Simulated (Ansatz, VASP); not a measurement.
One calculation of SnO, two programs

File INCAR:

```
PREC = Accurate ; ENCUT = 520
EDIFF = 1E-8 ; ISMEAR = -1
SIGMA = 0.01 ; LREAL = F
LASPH = T ; NELM = 80
ALGO = Normal ; ISIF = 2
LWAVE = F ; LCHARG = F
GGA = PE ; LEFG = T
NBANDS = 28
```

File KPOINTS:

```
Automatic mesh
0
Gamma
  8 8 6
```

File POSCAR:

```
SnO
1.0
    3.8020000000      0.0380200000      0.0380200000
    0.0380200000      3.8020000000      0.0380200000
    0.0483600000      0.0483600000      4.8360000000
Sn O
2 2
Direct
    0.0000000000      0.5000000000      0.2385000000
    0.5000000000      0.0000000000      0.7615000000
    0.0000000000      0.0000000000      0.0000000000
    0.5000000000      0.5000000000      0.0000000000
```

Input for Ansatz:

```yaml
crystal:
  lattice:
    - [3.802, 0.03802, 0.03802]
    - [0.03802, 3.802, 0.03802]
    - [0.04836, 0.04836, 4.836]
  atoms:
    - { symbol: Sn, position: [0.0, 0.5, 0.2385] }
    - { symbol: Sn, position: [0.5, 0.0, 0.7615] }
    - { symbol: O, position: [0.0, 0.0, 0.0] }
    - { symbol: O, position: [0.5, 0.5, 0.0] }
kpoints:
  mp_grid: { grid: [8, 8, 6] }
scf:
  occupations: { method: fermi_dirac, width: 0.01 }
hamiltonian:
  xc: pbe
  pseudopotentials: { kind: all_electron, datasets: crystal }
output:
  forces: true
  stress: true
  eigenvalues: true
  efg: { contact_densities: true }
```

Change from the starting cell: equal xy, yz and zx shear strains of +2 %, crystal datasets.

Alike in both runs: task electric field gradients; functional PBE; k mesh 8 × 8 × 6; occupations fermi-dirac, width 0.01 eV; no spin polarisation.

```csv
,VASP,Ansatz
version,VASP 6.6.1,Ansatz 0.2.0
potentials or method,"VASP PAW PBE potentials, release 64 (Sn_d, O), cutoff 520 eV","all-electron PAW with datasets made for the crystal, scalar-relativistic"
```

Ansatz gave:

| Quantity | Value |
| --- | --- |
| pressure (GPa) | 4.3 |
| traceless stress, the component that is largest in VASP (GPa) | -1.64 |
| rms of the force components (eV/Å) | 0.169 |
| size of Vzz on the site where it differs most (V/Å²) | 176.0 |

Question: What did VASP give for the same quantities?

Answer: Pressure (GPa): 4.6; traceless stress, the component that is largest in VASP (GPa): -1.63; rms of the force components (eV/Å): 0.203; size of Vzz on the site where it differs most (V/Å²): 168.5.

Atom by atom the forces differ by 0.036 eV/Å (rms over components). Ansatz ran all-electron here, and VASP with PAW potentials.
